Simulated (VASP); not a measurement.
# VCrRuO6 (P1) in VASP: single point with PBE

Aim: the single point of VCrRuO6 with PBE.

Program: VASP 6.6.1. These are calculated values, not measurements. Logs are shortened: lines on timing, memory, paths and dates and some standing lists are left out, and cuts for length are marked.

### 1 The cell of the first run

The typed cell holds 18 atoms: a = 5.403 Å, b = 5.400 Å, c = 7.118 Å, α = 70.36°, β = 70.31°, γ = 73.85°.

### 2 Single point, PBE, collinear spin, ferromagnetic start

Contents of INCAR:

```
ALGO = Normal ; EDIFF = 1E-6
ENCUT = 520 ; GGA = PE
ISIF = 2 ; ISMEAR = 0
ISPIN = 2 ; ISYM = 0
LASPH = T ; LCHARG = T
LELF = T ; LMAXMIX = 4
LORBIT = 11 ; LREAL = Auto
LVHAR = T ; LWAVE = F
MAGMOM = 0 0 0 0 0 0 0 0 0 0 0 0 0 0 -3 -3 0 0 ; NBANDS = 94
NELM = 150 ; PREC = Accurate
SIGMA = 0.1
```

Contents of KPOINTS:

```
Automatic mesh
0
Gamma
  3 3 2
  0 0 0.5
```

Contents of POSCAR:

```
VCrRuO6
1.0
    0.0001052379     -4.5905608325      2.8490032421
   -4.5873997824      0.0005174001      2.8496373378
   -4.6025170748     -4.6065024494     -2.8736907111
O V Cr Ru
12 2 2 2
Direct
    0.2225174638      0.2237358210      0.4660714764
    0.5669320615      0.5681238679      0.1238606248
    0.9123554869      0.9135873341      0.8026080099
    0.0963578482      0.0970156084      0.2043338299
    0.4307529375      0.4312058479      0.8641177894
    0.7692738666      0.7697620994      0.5154712255
    0.6307816881      0.0545722495      0.1540457022
    0.9742720192      0.3600318558      0.8348268424
    0.2912266646      0.6975910496      0.4997161322
    0.0536287702      0.6315892235      0.1537185239
    0.3589919470      0.9750934046      0.8345643636
    0.6966638635      0.2920544301      0.4995437739
   -0.0075881157     -0.0068101227      1.0295223200
    0.9881621174     -0.0108585810      0.5274220937
    0.3316165645      0.3325396319      0.6719481686
    0.3291350074      0.3299470569      0.1660772041
    0.6703557534      0.6712201707      0.3188122830
    0.6726921228      0.6735938646      0.8195494615
```

Potentials or basis: VASP PAW PBE potentials, release 64 (O, V_sv, Cr_pv, Ru_pv).

On the command line:

```bash
$ cat potpaw_PBE.64/O/POTCAR potpaw_PBE.64/V_sv/POTCAR potpaw_PBE.64/Cr_pv/POTCAR potpaw_PBE.64/Ru_pv/POTCAR > POTCAR
$ mpirun -np 1 vasp_std > vasp.out
```

OUTCAR:

```text
EDIFF = 1E-6
   ENCUT = 520
   GGA = PE
   ISIF = 2
   ISMEAR = 0
   ISPIN = 2
   ISYM = 0
   LASPH = T
   LORBIT = 11
   LREAL = Auto
   NELM = 150
   PREC = Accurate

 ion  position               nearest neighbor table
   1  0.223  0.224  0.466-  14 1.88  16 1.94  15 2.05
   2  0.567  0.568  0.124-  17 1.94  16 1.95  18 1.96
   3  0.912  0.914  0.803-  14 1.78  13 2.01  18 2.02
   4  0.096  0.097  0.204-  13 1.81  16 1.91  14 2.09
   5  0.431  0.431  0.864-  15 1.89  16 1.95  18 1.98
   6  0.769  0.770  0.515-  17 1.92  14 1.93  18 1.96
   7  0.631  0.055  0.154-  13 1.84  16 1.88  17 2.00
   8  0.974  0.360  0.835-  15 1.88  13 2.00  18 2.00
   9  0.291  0.698  0.500-  15 1.94  14 1.94  17 2.01
  10  0.054  0.632  0.154-  13 1.84  16 1.88  17 2.00
  11  0.359  0.975  0.835-  15 1.88  13 2.00  18 2.00
  12  0.697  0.292  0.500-  15 1.94  14 1.94  17 2.01
  13  0.992  0.993  0.030-   4 1.81  10 1.84   7 1.84  11 2.00   8 2.00   3 2.01  17 2.67  15 2.96

  14  0.988  0.989  0.527-   3 1.78   1 1.88   6 1.93  12 1.94   9 1.94   4 2.09  18 2.64  16 2.98

  15  0.332  0.333  0.672-   8 1.88  11 1.88   5 1.89  12 1.94   9 1.94   1 2.05  17 2.95  13 2.96

  16  0.329  0.330  0.166-   7 1.88  10 1.88   4 1.91   1 1.94   2 1.95   5 1.95  18 2.95  14 2.98

  17  0.670  0.671  0.319-   6 1.92   2 1.94  10 2.00   7 2.00   9 2.01  12 2.01  13 2.67  15 2.95

  18  0.673  0.674  0.820-   2 1.96   6 1.96   5 1.98  11 2.00   8 2.00   3 2.02  14 2.64  16 2.95

IMPORTANT INFORMATION: All symmetrisations will be switched off!
NOSYMM: (Re-)initialisation of all symmetry stuff for point group C_1.

----------------------------------------------------------------------------------------

                                     Primitive cell

  volume of cell :     180.9367

  direct lattice vectors                    reciprocal lattice vectors
     0.000105238 -4.590560832  2.849003242     0.072541232 -0.145345117  0.116804629
    -4.587399782  0.000517400  2.849637338    -0.145441945  0.072468881  0.116773512
    -4.602517075 -4.606502449 -2.873690711    -0.072306526 -0.072234175 -0.116387290

  length of vectors
     5.402783379  5.400432389  7.117662997     0.200076872  0.200102851  0.154893547

  position of ions in fractional coordinates (direct lattice)
     0.222517464  0.223735821  0.466071476
     0.566932061  0.568123868  0.123860625
     0.912355487  0.913587334  0.802608010
     0.096357848  0.097015608  0.204333830
     0.430752938  0.431205848  0.864117789
     0.769273867  0.769762099  0.515471226
[... 10 lines left out ...]
     0.670355753  0.671220171  0.318812283
     0.672692123  0.673593865  0.819549462

  ion indices of the primitive-cell ions
   primitive index   ion index
                 1           1
                 2           2
                 3           3
                 4           4
                 5           5
                 6           6
[... 10 lines left out ...]
                17          17
                18          18

----------------------------------------------------------------------------------------

 KPOINTS: Automatic mesh

Automatic generation of k-mesh.
 Grid dimensions read from file:
 generate k-points for:    3    3    2

 Generating k-lattice:

  Cartesian coordinates                     Fractional coordinates (reciprocal lattice)
     0.024180411 -0.048448372  0.038934876     0.333333333 -0.000000000 -0.000000000
    -0.048480648  0.024156294  0.038924504    -0.000000000  0.333333333  0.000000000
    -0.036153263 -0.036117088 -0.058193645     0.000000000  0.000000000  0.500000000

  Length of vectors
     0.066692291  0.066700950  0.077446774

  Shift w.r.t. Gamma in fractional coordinates (k-lattice)
     0.000000000  0.000000000  0.500000000

 Subroutine IBZKPT returns following result:
 ===========================================

 Found      9 irreducible k-points:

 Following reciprocal coordinates:
            Coordinates               Weight
  0.000000 -0.000000  0.250000      2.000000
  0.333333  0.000000  0.250000      2.000000
 -0.333333 -0.000000  0.250000      2.000000
  0.000000  0.333333  0.250000      2.000000
  0.333333  0.333333  0.250000      2.000000
 -0.333333  0.333333  0.250000      2.000000
 -0.000000 -0.333333  0.250000      2.000000
  0.333333 -0.333333  0.250000      2.000000
 -0.333333 -0.333333  0.250000      2.000000
   k-points           NKPTS =      9   k-points in BZ     NKDIM =      9   number of bands    NBANDS=     94
   number of dos      NEDOS =    301   number of ions     NIONS =     18
   total plane-waves  NPLWV =  86400
   dimension x,y,z NGX =    40 NGY =   40 NGZ =   54
   dimension x,y,z NGXF=    80 NGYF=   80 NGZF=  108
   ions per type =              12   2   2   2
   NGX,Y,Z   is equivalent  to a cutoff of  12.31, 12.31, 12.61 a.u.
   NGXF,Y,Z  is equivalent  to a cutoff of  24.62, 24.63, 25.23 a.u.
 SYSTEM =  unknown system
   PREC   = accura    normal or accurate (medium, high low for compatibility)
   ISTART =      0    job   : 0-new  1-cont  2-samecut
   ICHARG =      2    charge: 1-file 2-atom 10-const
   ISPIN  =      2    spin polarized calculation?
   LNONCOLLINEAR =      F non collinear calculations
   LSORBIT =      F    spin-orbit coupling
   LASPH  =      T    aspherical Exc in radial PAW
   ENCUT  =  520.0 eV  38.22 Ry    6.18 a.u.  10.05 10.04 13.23*2*pi/ulx,y,z
   NELM   =    150;   NELMIN=  2; NELMDL= -5     # of ELM steps
   EDIFF  = 0.1E-05   stopping-criterion for ELM
   LREAL  =      T    real-space projection
   EDIFFG = 0.1E-04   stopping-criterion for IOM
   NSW    =      0    number of steps for IOM
   IBRION =     -1    ionic relax: 0-MD 1-quasi-New 2-CG
   NFREE  =      0    steps in history (QN), initial steepest desc. (CG)
   ISIF   =      2    stress and relaxation
   ISYM   =      0    0-nonsym 1-usesym 2-fastsym
   POTIM  = 0.5000    time-step for ionic-motion
   TEBEG  =    0.0;   TEEND  =   0.0 temperature during run
   PSTRESS=    0.0 pullay stress
   NELECT =     150.0000    total number of electrons
   NUPDOWN=      -1.0000    fix difference up-down
   EMIN   =  10.00;   EMAX   =-10.00  energy-range for DOS
   EFERMI =   0.00;   METHOD = LEGACY
   ISMEAR =     0;   SIGMA  =   0.10  broadening in eV -4-tet -1-fermi 0-gaus
   EFERMI_NEDOS =   21; number of points for ismear=-14 and -15
   IALGO  =     38    algorithm
   IMIX   =      4    mixing-type and parameters
     AMIX     =   0.40;   BMIX     =  1.00
     AMIX_MAG =   1.60;   BMIX_MAG =  1.00
  volume/ion in A,a.u.               =      10.05        67.83
  Fermi-wavevector in a.u.,A,eV,Ry     =   1.537906  2.906220 32.179866  2.365153
  Thomas-Fermi vector in A             =   2.644349
   LORBIT       =     11    0 simple, 1 ext, 2 COOP (PROOUT), +10 PAW based schemes
   GGA     = PE    functional components
   LHFCALC =     F    Hartree Fock is set to
   AEXX    =    0.0000 exact exchange contribution
   IVDW    =     0    specifies the selected vdW correction
   LEPSILON=     F    determine dielectric tensor
   LRPA    =     F    only Hartree local field effects (RPA)
 spin polarized calculation
 Gauss-broadening in eV      SIGMA  =   0.10
  energy-cutoff  :      520.00
  volume of cell :      180.94
 maximum number of plane-waves:      4890
   NGX = 21   NGY = 21   NGZ = 27

 number of electron     149.9999996 magnetization      -0.1286559

 number of electron     149.9999997 magnetization       2.2750789

 Free energy of the ion-electron system (eV)
  ---------------------------------------------------
  ext. energy  EPLUGINS =         0.00000000
  ---------------------------------------------------
  free energy    TOTEN  =      -146.74431470 eV

  energy without entropy =     -146.70943731  energy(sigma->0) =     -146.72687601

 E-fermi :   6.2464     XC(G=0): -11.8367

 val. band max:        6.2169526060   @ k =   0.0000  -0.0000   0.2500
 cond. band min:       6.2588909283   @ k =   0.3333  -0.3333   0.2500
 fundamental gap:      0.0419383223
 Fermi energy:         6.2464104350

 spin component 1

 k-point     1 :       0.0000   -0.0000    0.2500
  band No.  band energies     occupation
      1     -59.6777      1.00000
      2     -59.5089      1.00000
      3     -38.5628      1.00000
      4     -38.5334      1.00000
      5     -38.4675      1.00000
      6     -38.3304      1.00000
[... 799 lines left out ...]
     86       7.7396      0.00000
     87       8.2454      0.00000
 Fermi energy:         6.2464104350

 spin component 2

 k-point     1 :       0.0000   -0.0000    0.2500
  band No.  band energies     occupation
      1     -59.4258      1.00000
      2     -59.3754      1.00000
      3     -37.9651      1.00000
      4     -37.8055      1.00000
      5     -37.7223      1.00000
      6     -37.6817      1.00000
[... 799 lines left out ...]
     86       8.4701      0.00000
     87       8.5866      0.00000
 [bands above 87 left out]

------------------------ aborting loop because EDIFF is reached ----------------------------------------

  FORCE on cell =-STRESS in cart. coord.  units (eV):
  Direction    XX          YY          ZZ          XY          YZ          ZX
  --------------------------------------------------------------------------------------
  -------------------------------------------------------------------------------------
  Total        0.5371154      0.4688634     -0.7792229     -0.3043859      0.1986595      0.2338599
  in kB        4.7561043      4.1517402     -6.8999428     -2.6953079      1.7591103      2.0708071
  external PRESSURE =       0.6693006 kB  Pullay stress =       0.0000000 kB

 VOLUME and BASIS-vectors are now :
 -----------------------------------------------------------------------------
  energy-cutoff  :      520.00
  volume of cell :      180.94
      direct lattice vectors                 reciprocal lattice vectors
     0.000105238 -4.590560832  2.849003242     0.072541232 -0.145345117  0.116804629
    -4.587399782  0.000517400  2.849637338    -0.145441945  0.072468881  0.116773512
    -4.602517075 -4.606502449 -2.873690711    -0.072306526 -0.072234175 -0.116387290

 POSITION                                       TOTAL-FORCE (eV/Angst)
 -----------------------------------------------------------------------------------
     -3.17144     -3.16832     -0.06783        -0.126068     -0.128004     -0.002209
     -3.17622     -3.17281      2.87820         0.010592      0.010174     -0.032956
     -7.88491     -7.88497      2.89625        -0.106872     -0.104654     -0.081037
     -1.38549     -1.38355     -0.03621         0.025824      0.021079     -0.024541
     -5.95519     -5.95774     -0.02721         0.293521      0.297372      0.059328
     -5.90359     -5.90552      2.90390        -0.012637     -0.008541      0.109607
[... 10 lines left out ...]
     -4.54642     -4.54557      2.90641        -0.047221     -0.045468     -0.132859
     -6.86196     -6.86294      1.48087        -0.028550     -0.035341      0.051231
 -----------------------------------------------------------------------------------
    total drift:                               -0.001079      0.018454      0.008743

  FREE ENERGIE OF THE ION-ELECTRON SYSTEM (eV)
  ---------------------------------------------------
  free  energy   TOTEN  =      -146.7443147005 eV

  energy  without entropy=     -146.7094373128  energy(sigma->0) =     -146.72687601

 total charge

# of ion       s       p       d       tot
------------------------------------------
    1        1.570   3.439   0.000   5.009
    2        1.567   3.447   0.000   5.014
    3        1.579   3.452   0.000   5.031
    4        1.573   3.472   0.000   5.045
    5        1.568   3.437   0.000   5.006
    6        1.571   3.443   0.000   5.014
[... 10 lines left out ...]
   17        0.339   6.363   5.808  12.509
   18        0.338   6.357   5.797  12.492
--------------------------------------------------
tot         24.829  79.688  25.604 130.121

 magnetization (x)

# of ion       s       p       d       tot
------------------------------------------
    1       -0.001  -0.026   0.000  -0.027
    2       -0.001  -0.036   0.000  -0.037
    3       -0.000  -0.017   0.000  -0.018
    4       -0.001  -0.023   0.000  -0.024
    5       -0.002  -0.059   0.000  -0.061
    6        0.001   0.021   0.000   0.022
[... 10 lines left out ...]
   17        0.001   0.001  -0.131  -0.129
   18        0.000  -0.002  -0.261  -0.263
--------------------------------------------------
tot          0.017  -0.262   2.456   2.211
```

It took 55 min on 1 thread of Intel Xeon 8259CL, shared host; peak memory 0.49 GiB.

Results:

* Free energy: -146.7443 eV
* Pressure: 0.1 GPa
* Largest force: 0.422 eV/Å
* Net moment: 2.28 μB per cell
* Site moments: O -0.03, -0.04, -0.02, -0.06, +0.02, -0.05, -0.01 (each value once); V +0.29, +0.08; Cr +0.34, +2.20; Ru -0.13, -0.26 μB
* Valence electrons inside the program's atomic spheres: O 5.01, 5.03, 5.04 (each value once); V 11.62, 11.60; Cr 10.81, 10.85; Ru 12.51, 12.49

Forces in eV/Å, atoms in the order of the input:
```
O   -0.126 -0.128 -0.002
O    0.011  0.010 -0.033
O   -0.107 -0.105 -0.081
O    0.026  0.021 -0.025
O    0.294  0.297  0.059
O   -0.013 -0.009  0.110
O    0.009 -0.002  0.010
O    0.112 -0.069  0.311
O    0.071 -0.012 -0.378
O    0.001  0.004  0.009
O   -0.068  0.110  0.309
O   -0.010  0.075 -0.378
V    0.023  0.026 -0.055
V    0.135  0.139  0.029
Cr  -0.189 -0.189  0.161
Cr  -0.092 -0.087  0.037
Ru  -0.047 -0.045 -0.133
Ru  -0.029 -0.035  0.051
```

Levels at points of the mesh, in eV from the Fermi level:
Spin up:
```csv
k point,band 73,band 74,band 75,band 76,band 77,band 78,band 79,band 80
"(0.00, 0.00, 0.25)",-0.67,-0.62,-0.52,-0.34,-0.23,0.19,0.22,0.36
```
Spin down:
| k point | band 71 | band 72 | band 73 | band 74 | band 75 | band 76 | band 77 | band 78 |
| --- | --- | --- | --- | --- | --- | --- | --- | --- |
| (0.00, 0.00, 0.25) | -1.07 | -0.66 | -0.53 | -0.31 | -0.03 | 0.29 | 0.62 | 0.67 |

Caveat: the k points lie up to 0.49 Å⁻¹ apart; semilocal functionals often make such compounds metallic where correlation or magnetic order opens a gap, which also shifts bond lengths; the run started ferromagnetic, and an antiferromagnetic order may lie lower in energy.
